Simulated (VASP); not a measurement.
Write the native input for VASP 6.6.1 that does the following.

```
Task                   : single point
Functional             : PBE
Potentials or basis    : VASP PAW PBE potentials, release 64 (Cu, Ge_d)
Cutoff                 : 520 eV
k mesh                 : 12 × 12 × 12
Occupations            : gaussian, width 0.1 eV
Spin                   : no spin polarisation
Dipole correction      : no
Further INCAR settings : ALGO = Normal; EDIFF = 1e-06; NBANDS = 33
```

The structure of CuGe lies in POSCAR:

```
CuGe
1.0
    0.0000000000      3.1400677921      3.1400677921
    3.1400677921      0.0000000000      3.1400677921
    3.1400677921      3.1400677921      0.0000000000
Cu Ge
2 2
Direct
    0.0000000000      0.0000000000      0.0000000000
    0.2500000000      0.2500000000      0.2500000000
    0.5000000000      0.5000000000      0.5000000000
    0.7500000000      0.7500000000      0.7500000000
```

One way to write it, as run:

INCAR

```
  ALGO = Normal
  EDIFF = 1E-6
  ENCUT = 520
  GGA = PE
  ISIF = 2
  ISMEAR = 0
  LASPH = True
  LCHARG = False
  LREAL = False
  LWAVE = False
  NBANDS = 33
  NELM = 100
  PREC = Accurate
  SIGMA = 0.1
```

KPOINTS

```
k-points
0
Gamma
  12 12 12
```

Potentials or basis: VASP PAW PBE potentials, release 64 (Cu, Ge_d).

Command:

```sh
$ cat potpaw_PBE.64/Cu/POTCAR potpaw_PBE.64/Ge_d/POTCAR > POTCAR
$ mpirun -np 1 vasp_std > vasp.out
```

Results of the run:

```yaml
Pressure: 0.1 GPa
Band_gap_on_the_k_mesh: zero (band 25 reaches 8.27 eV, above the bottom of band 26 at 5.95 eV)
```

Wall time 3.2 min on 1 thread of Intel(R) Xeon(R) Platinum 8488C (Sapphire Rapids), with other jobs on the host, peak memory 0.28 GiB.
